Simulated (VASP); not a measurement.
# C (Fd-3m) in VASP: notebook

Runs on C. Level: r2SCAN+rVV10. Tasks: single point.

Program: VASP 6.6.1. These are calculated values, not measurements. Logs are shortened: lines on timing, memory, paths and dates and some standing lists are left out, and cuts for length are marked.

### Step 1. The cell of the first run

It takes space group Fd-3m (No. 227, cubic). Conventional cell: a = 3.558 Å, b = 3.558 Å, c = 3.558 Å, α = 90.00°, β = 90.00°, γ = 90.00°. C (site symmetry -43m) has 4 C at 1.54 Å within 2.1 Å.

### Step 2. Single point, r2SCAN+rVV10

Contents of POSCAR:

```
C
1.0
    0.0000000000      1.7789244156      1.7789244156
    1.7789244156      0.0000000000      1.7789244156
    1.7789244156      1.7789244156      0.0000000000
C
2
Direct
    0.0000000000      0.0000000000      0.0000000000
    0.2500000000      0.2500000000      0.2500000000
```

Contents of INCAR.step1:

```
ALGO     = Normal         # electronic algorithm
EDIFF    = 1E-5           # SCF threshold, eV
ENCUT    = 660            # plane-wave cutoff, eV
GGA      = PE             # functional
GGA_COMPAT= F            
ISMEAR   = 0              # smearing method
LASPH    = T              # aspherical terms in the spheres
LCHARG   = F              # write CHGCAR
LREAL    = F              # projectors in reciprocal space
LWAVE    = T              # write WAVECAR
NBANDS   = 11             # bands
NELM     = 120            # most SCF steps
PREC     = Accurate       # precision mode
SIGMA    = 0.02           # smearing width, eV
```

Contents of INCAR.step2:

```
ALGO     = Normal         # electronic algorithm
BPARAM   = 11.95        
CPARAM   = 0.0093       
EDIFF    = 1E-6           # SCF threshold, eV
ENCUT    = 660            # plane-wave cutoff, eV
GGA_COMPAT= F            
ISIF     = 2              # what is computed and relaxed
ISMEAR   = 0              # smearing method
ISTART   = 1            
IVDW_NL  = 2            
LASPH    = T              # aspherical terms in the spheres
LCHARG   = F              # write CHGCAR
LMIXTAU  = T            
LREAL    = F              # projectors in reciprocal space
LUSE_VDW = T            
LWAVE    = F              # write WAVECAR
METAGGA  = R2SCAN         # meta-GGA
NBANDS   = 11             # bands
NELM     = 120            # most SCF steps
PREC     = Accurate       # precision mode
SIGMA    = 0.02           # smearing width, eV
```

Contents of KPOINTS:

```
k-points
0
Gamma
  12 12 12
```

Potentials or basis: VASP PAW PBE potentials, release 64 (C).

Launch:

```console
cat potpaw_PBE.64/C/POTCAR > POTCAR
cp INCAR.step1 INCAR
mpirun -np 1 vasp_std > vasp.out
cp INCAR.step2 INCAR
mpirun -np 1 vasp_std > vasp.out
```

OUTCAR:

```text
BPARAM = 11.95
   EDIFF = 1E-6
   ENCUT = 660
   ISIF = 2
   ISMEAR = 0
   ISTART = 1
   IVDW_NL = 2
   LASPH = T
   LREAL = F
   METAGGA = R2SCAN
   NELM = 120
   PREC = Accurate

 ion  position               nearest neighbor table
   1  0.000  0.000  0.000-   2 1.54   2 1.54   2 1.54   2 1.54
   2  0.250  0.250  0.250-   1 1.54   1 1.54   1 1.54   1 1.54

  LATTYP: Found a face centered cubic cell.
 ALAT       =     3.5578488312

  Lattice vectors:

 A1 = (   0.0000000000,   1.7789244156,   1.7789244156)
 A2 = (   1.7789244156,   0.0000000000,   1.7789244156)
 A3 = (   1.7789244156,   1.7789244156,   0.0000000000)

Analysis of symmetry for initial positions (statically):
=====================================================================
 Subroutine PRICEL returns:
 Original cell was already a primitive cell.

 Routine SETGRP: Setting up the symmetry group for a
 face centered cubic supercell.

 Subroutine GETGRP returns: Found 48 space group operations
 (whereof 24 operations were pure point group operations)
 out of a pool of 48 trial point group operations.

The static configuration has the point symmetry T_d .
 The point group associated with its full space group is O_h .

Analysis of symmetry for dynamics (positions and initial velocities):
=====================================================================
 Subroutine PRICEL returns:
 Original cell was already a primitive cell.

 Routine SETGRP: Setting up the symmetry group for a
 face centered cubic supercell.

 Subroutine GETGRP returns: Found 48 space group operations
 (whereof 24 operations were pure point group operations)
 out of a pool of 48 trial point group operations.

The dynamic configuration has the point symmetry T_d .
 The point group associated with its full space group is O_h .

 Subroutine INISYM returns: Found 48 space group operations
 (whereof 24 operations are pure point group operations),
 and found     1 'primitive' translations

----------------------------------------------------------------------------------------

                                     Primitive cell

  volume of cell :      11.2591

  direct lattice vectors                    reciprocal lattice vectors
     0.000000000  1.778924416  1.778924416    -0.281068715  0.281068715  0.281068715
     1.778924416  0.000000000  1.778924416     0.281068715 -0.281068715  0.281068715
     1.778924416  1.778924416  0.000000000     0.281068715  0.281068715 -0.281068715

  length of vectors
     2.515779035  2.515779035  2.515779035     0.486825295  0.486825295  0.486825295

  position of ions in fractional coordinates (direct lattice)
     0.000000000  0.000000000  0.000000000
     0.250000000  0.250000000  0.250000000

  ion indices of the primitive-cell ions
   primitive index   ion index
                 1           1
                 2           2

----------------------------------------------------------------------------------------

 KPOINTS: k-points

Automatic generation of k-mesh.
 Grid dimensions read from file:
 generate k-points for:   12   12   12

 Generating k-lattice:

  Cartesian coordinates                     Fractional coordinates (reciprocal lattice)
    -0.023422393  0.023422393  0.023422393     0.083333333  0.000000000  0.000000000
     0.023422393 -0.023422393  0.023422393     0.000000000  0.083333333  0.000000000
     0.023422393  0.023422393 -0.023422393     0.000000000  0.000000000  0.083333333

  Length of vectors
     0.040568775  0.040568775  0.040568775

  Shift w.r.t. Gamma in fractional coordinates (k-lattice)
     0.000000000  0.000000000  0.000000000

 Subroutine IBZKPT returns following result:
 ===========================================

 Found     72 irreducible k-points:

 Following reciprocal coordinates:
            Coordinates               Weight
  0.000000  0.000000  0.000000      1.000000
  0.083333  0.000000  0.000000      8.000000
  0.166667  0.000000  0.000000      8.000000
  0.250000  0.000000  0.000000      8.000000
  0.333333  0.000000  0.000000      8.000000
  0.416667  0.000000  0.000000      8.000000
[... 16 lines left out ...]
  0.500000  0.166667  0.000000     24.000000
 -0.416667  0.166667  0.000000     24.000000
 [... further k-points ...]
   k-points           NKPTS =     72   k-points in BZ     NKDIM =     72   number of bands    NBANDS=     11
   number of dos      NEDOS =    301   number of ions     NIONS =      2
   total plane-waves  NPLWV =  13824
   dimension x,y,z NGX =    24 NGY =   24 NGZ =   24
   dimension x,y,z NGXF=    48 NGYF=   48 NGZF=   48
   ions per type =               2
   NGX,Y,Z   is equivalent  to a cutoff of  15.86, 15.86, 15.86 a.u.
   NGXF,Y,Z  is equivalent  to a cutoff of  31.72, 31.72, 31.72 a.u.
 SYSTEM =  unknown system
   PREC   = accura    normal or accurate (medium, high low for compatibility)
   ISTART =      1    job   : 0-new  1-cont  2-samecut
   ICHARG =      0    charge: 1-file 2-atom 10-const
   ISPIN  =      1    spin polarized calculation?
   LNONCOLLINEAR =      F non collinear calculations
   LSORBIT =      F    spin-orbit coupling
   LASPH  =      T    aspherical Exc in radial PAW
   ENCUT  =  660.0 eV  48.51 Ry    6.96 a.u.   5.27  5.27  5.27*2*pi/ulx,y,z
   NELM   =    120;   NELMIN=  2; NELMDL=  0     # of ELM steps
   EDIFF  = 0.1E-05   stopping-criterion for ELM
   LREAL  =      F    real-space projection
   EDIFFG = 0.1E-04   stopping-criterion for IOM
   NSW    =      0    number of steps for IOM
   IBRION =     -1    ionic relax: 0-MD 1-quasi-New 2-CG
   NFREE  =      0    steps in history (QN), initial steepest desc. (CG)
   ISIF   =      2    stress and relaxation
   ISYM   =      2    0-nonsym 1-usesym 2-fastsym
   POTIM  = 0.5000    time-step for ionic-motion
   TEBEG  =    0.0;   TEEND  =   0.0 temperature during run
   PSTRESS=    0.0 pullay stress
   NELECT =       8.0000    total number of electrons
   NUPDOWN=      -1.0000    fix difference up-down
   EMIN   =  10.00;   EMAX   =-10.00  energy-range for DOS
   EFERMI =   0.00;   METHOD = LEGACY
   ISMEAR =     0;   SIGMA  =   0.02  broadening in eV -4-tet -1-fermi 0-gaus
   EFERMI_NEDOS =   21; number of points for ismear=-14 and -15
   IALGO  =     38    algorithm
   IMIX   =      4    mixing-type and parameters
     AMIX     =   0.40;   BMIX     =  1.00
     AMIX_MAG =   1.60;   BMIX_MAG =  1.00
  volume/ion in A,a.u.               =       5.63        37.99
  Fermi-wavevector in a.u.,A,eV,Ry     =   1.460845  2.760596 29.035741  2.134067
  Thomas-Fermi vector in A             =   2.577246
   LORBIT       =      0    0 simple, 1 ext, 2 COOP (PROOUT), +10 PAW based schemes
   METAGGA = R2SCAN    functional components
   LHFCALC =     F    Hartree Fock is set to
   AEXX    =    0.0000 exact exchange contribution
   IVDW_NL    =     2    kernel type
   BPARAM     =11.9500
   IVDW    =     0    specifies the selected vdW correction
   LEPSILON=     F    determine dielectric tensor
   LRPA    =     F    only Hartree local field effects (RPA)
 non-spin polarized calculation
 Gauss-broadening in eV      SIGMA  =   0.02
  energy-cutoff  :      660.00
  volume of cell :       11.26
 maximum number of plane-waves:       448
 NGX is ok and might be reduce to    24
   NGX = 11   NGY = 11   NGZ = 11

 number of electron       8.0000000 magnetization

 Free energy of the ion-electron system (eV)
  ---------------------------------------------------
  ext. energy  EPLUGINS =         0.00000000
  ---------------------------------------------------
  free energy    TOTEN  =       -19.59290028 eV

  energy without entropy =      -19.59290028  energy(sigma->0) =      -19.59290028

 E-fermi :   9.9670     XC(G=0): -14.3300

 val. band max:        9.8252286575   @ k =   0.0000   0.0000   0.0000
 cond. band min:      14.1591819968   @ k =   0.3333   0.3333   0.0000
 fundamental gap:      4.3339533394
 Fermi energy:         9.9670331053

 k-point     1 :       0.0000    0.0000    0.0000
  band No.  band energies     occupation
      1     -12.9888      2.00000
      2       9.8252      2.00000
      3       9.8252      2.00000
      4       9.8252      2.00000
      5      15.6750      0.00000
      6      15.6750      0.00000
      7      15.6750      0.00000
      8      23.8138      0.00000
      9      30.2437      0.00000
     10      37.2849      0.00000
     11      37.2849      0.00000

 k-point     2 :       0.0833    0.0000    0.0000
  band No.  band energies     occupation
      1     -12.7871      2.00000
      2       8.4988      2.00000
      3       9.4769      2.00000
      4       9.4769      2.00000
      5      16.1315      0.00000
      6      16.1315      0.00000
      7      16.4516      0.00000
      8      24.0112      0.00000
      9      30.5905      0.00000
     10      35.2039      0.00000
     11      35.2039      0.00000

 k-point     3 :       0.1667    0.0000    0.0000
  band No.  band energies     occupation
      1     -12.1838      2.00000
      2       5.7890      2.00000
      3       8.7242      2.00000
      4       8.7242      2.00000
      5      17.1190      0.00000
      6      17.1190      0.00000
      7      17.6049      0.00000
      8      24.5778      0.00000
      9      31.3145      0.00000
     10      33.5525      0.00000
     11      33.5525      0.00000

 k-point     4 :       0.2500    0.0000    0.0000
  band No.  band energies     occupation
      1     -11.1885      2.00000
      2       2.7750      2.00000
      3       7.9510      2.00000
      4       7.9510      2.00000
      5      18.0326      0.00000
      6      18.0326      0.00000
      7      18.3696      0.00000
      8      25.3620      0.00000
      9      31.7569      0.00000
     10      33.1471      0.00000
     11      33.1471      0.00000

 k-point     5 :       0.3333    0.0000    0.0000
  band No.  band energies     occupation
      1      -9.8256      2.00000
      2      -0.1647      2.00000
      3       7.3388      2.00000
      4       7.3388      2.00000
      5      18.5424      0.00000
      6      18.5424      0.00000
      7      18.7833      0.00000
      8      26.0669      0.00000
      9      32.0036      0.00000
     10      34.0800      0.00000
     11      34.0800      0.00000
[... 211 lines left out ...]
 k-point    21 :       0.3333    0.1667    0.0000
  band No.  band energies     occupation
      1     -10.0715      2.00000
      2       2.0964      2.00000
      3       5.7248      2.00000
      4       6.1408      2.00000
      5      16.1329      0.00000
      6      21.2207      0.00000
      7      21.3398      0.00000
      8      22.2422      0.00000
      9      31.8937      0.00000
     10      32.8512      0.00000
     11      38.0262      0.00000

 k-point    22 :       0.4167    0.1667    0.0000
  band No.  band energies     occupation
      1      -8.6130      2.00000
      2      -0.5989      2.00000
      3       5.2439      2.00000
      4       5.4928      2.00000
      5      16.8308      0.00000
      6      21.4650      0.00000
      7      21.5470      0.00000
      8      23.2450      0.00000
      9      32.1909      0.00000
     10      33.6171      0.00000
     11      38.5445      0.00000

 k-point    23 :       0.5000    0.1667    0.0000
  band No.  band energies     occupation
      1      -6.9753      2.00000
      2      -2.9372      2.00000
      3       4.4832      2.00000
      4       5.5856      2.00000
      5      17.2750      0.00000
      6      21.1597      0.00000
      7      21.6533      0.00000
      8      24.9992      0.00000
      9      31.1890      0.00000
     10      35.1257      0.00000
     11      37.7489      0.00000

 k-point    24 :      -0.4167    0.1667    0.0000
  band No.  band energies     occupation
      1      -6.5429      2.00000
      2      -3.4612      2.00000
      3       3.9688      2.00000
      4       5.9878      2.00000
      5      17.7388      0.00000
      6      20.6295      0.00000
      7      21.6278      0.00000
      8      26.2821      0.00000
      9      30.4232      0.00000
     10      35.1486      0.00000
     11      35.9295      0.00000

 [... further k-points ...]

------------------------ aborting loop because EDIFF is reached ----------------------------------------

  FORCE on cell =-STRESS in cart. coord.  units (eV):
  Direction    XX          YY          ZZ          XY          YZ          ZX
  --------------------------------------------------------------------------------------
  -------------------------------------------------------------------------------------
  Total        0.0118078      0.0118078      0.0118078      0.0000000      0.0000000     -0.0000000
  in kB        1.6802687      1.6802687      1.6802687      0.0000000      0.0000000     -0.0000000
  external PRESSURE =       1.6802687 kB  Pullay stress =       0.0000000 kB

 VOLUME and BASIS-vectors are now :
 -----------------------------------------------------------------------------
  energy-cutoff  :      660.00
  volume of cell :       11.26
      direct lattice vectors                 reciprocal lattice vectors
     0.000000000  1.778924416  1.778924416    -0.281068715  0.281068715  0.281068715
     1.778924416  0.000000000  1.778924416     0.281068715 -0.281068715  0.281068715
     1.778924416  1.778924416  0.000000000     0.281068715  0.281068715 -0.281068715

 POSITION                                       TOTAL-FORCE (eV/Angst)
 -----------------------------------------------------------------------------------
      0.00000      0.00000      0.00000        -0.000000     -0.000000     -0.000000
      0.88946      0.88946      0.88946         0.000000      0.000000      0.000000
 -----------------------------------------------------------------------------------
    total drift:                               -0.000000      0.000000      0.000000

  FREE ENERGIE OF THE ION-ELECTRON SYSTEM (eV)
  ---------------------------------------------------
  free  energy   TOTEN  =       -19.5929002751 eV

  energy  without entropy=      -19.5929002751  energy(sigma->0) =      -19.59290028
```

It took 51 s on 1 thread of Intel Xeon Platinum 8259CL at 2.50GHz (Skylake/Cascade Lake), shared host; peak memory 0.21 GiB.

What came out:

```yaml
Free_energy: -19.5929 eV
Pressure: 0.2 GPa
Band_gap_on_the_k_mesh: 4.33 eV (least direct gap 5.85 eV)
```

Levels at points of the mesh, in eV from the valence-band top:
| k point | band 2 | band 3 | band 4 | band 5 | band 6 | band 7 |
| --- | --- | --- | --- | --- | --- | --- |
| (0.00, 0.00, 0.00) | 0.00 | 0.00 | 0.00 | 5.85 | 5.85 | 5.85 |
| (0.50, 0.00, 0.00) | -14.15 | -3.00 | -3.00 | 8.90 | 8.90 | 9.22 |
| (0.50, 0.50, 0.00) | -13.65 | -6.71 | -6.71 | 4.98 | 4.98 | 17.99 |

Caveat: the PAW data sets were made with another functional, which shifts forces and pressure a little.

### Step 3. Single point, r2SCAN+rVV10

POSCAR is that of step 2.

Contents of INCAR.step1:

```
SYSTEM = C
ALGO     = Normal         ! electronic algorithm
EDIFF    = 1E-5           ! SCF threshold, eV
ENCUT    = 660            ! plane-wave cutoff, eV
GGA      = PE             ! functional
GGA_COMPAT= .FALSE.      
ISMEAR   = 0              ! smearing method
LASPH    = .TRUE.         ! aspherical terms in the spheres
LCHARG   = .FALSE.        ! write CHGCAR
LREAL    = .FALSE.        ! projectors in reciprocal space
LWAVE    = .TRUE.         ! write WAVECAR
NBANDS   = 11             ! bands
NELM     = 120            ! most SCF steps
PREC     = Accurate       ! precision mode
SIGMA    = 0.02           ! smearing width, eV
```

Contents of INCAR.step2:

```
SYSTEM = C
ALGO     = Normal         ! electronic algorithm
BPARAM   = 11.95        
CPARAM   = 0.0093       
EDIFF    = 1E-6           ! SCF threshold, eV
ENCUT    = 660            ! plane-wave cutoff, eV
GGA_COMPAT= .FALSE.      
ISIF     = 2              ! what is computed and relaxed
ISMEAR   = 0              ! smearing method
ISTART   = 1            
IVDW_NL  = 2            
LASPH    = .TRUE.         ! aspherical terms in the spheres
LCHARG   = .TRUE.         ! write CHGCAR
LELF     = .TRUE.         ! ELF
LMIXTAU  = .TRUE.       
LREAL    = .FALSE.        ! projectors in reciprocal space
LUSE_VDW = .TRUE.       
LVHAR    = .TRUE.       
LWAVE    = .FALSE.        ! write WAVECAR
METAGGA  = R2SCAN         ! meta-GGA
NBANDS   = 11             ! bands
NELM     = 120            ! most SCF steps
PREC     = Accurate       ! precision mode
SIGMA    = 0.02           ! smearing width, eV
```

Contents of KPOINTS:

```
k-points
0
G
  12 12 12
  0 0 0
```

Potentials or basis: VASP PAW PBE potentials, release 64 (C).

Launch:

```console
cat potpaw_PBE.64/C/POTCAR > POTCAR
cp INCAR.step1 INCAR
mpirun -np 1 vasp_std > vasp.out
cp INCAR.step2 INCAR
mpirun -np 1 vasp_std > vasp.out
```

It took 53 s on 1 thread of Intel Xeon Platinum 8259CL at 2.50GHz (Skylake/Cascade Lake), shared host; peak memory 0.21 GiB.

Results (log left out):

| Item | Value |
| --- | --- |
| Free energy | -19.5929 eV |
| Pressure | 0.2 GPa |
| Band gap on the k mesh | 4.33 eV (least direct gap 5.85 eV) |

Levels at points of the mesh, in eV from the valence-band top:
| k point | band 1 | band 2 | band 3 | band 4 | band 5 | band 6 | band 7 | band 8 | band 9 |
| --- | --- | --- | --- | --- | --- | --- | --- | --- | --- |
| (0.00, 0.00, 0.00) | -22.81 | 0.00 | 0.00 | 0.00 | 5.85 | 5.85 | 5.85 | 13.99 | 20.42 |
| (0.50, 0.00, 0.00) | -16.82 | -14.15 | -3.00 | -3.00 | 8.90 | 8.90 | 9.22 | 16.73 | 23.26 |
| (0.50, 0.50, 0.00) | -13.65 | -13.65 | -6.71 | -6.71 | 4.98 | 4.98 | 17.99 | 17.99 | 24.73 |

Caveat: the PAW data sets were made with another functional, which shifts forces and pressure a little. A k mesh can miss the band edges.
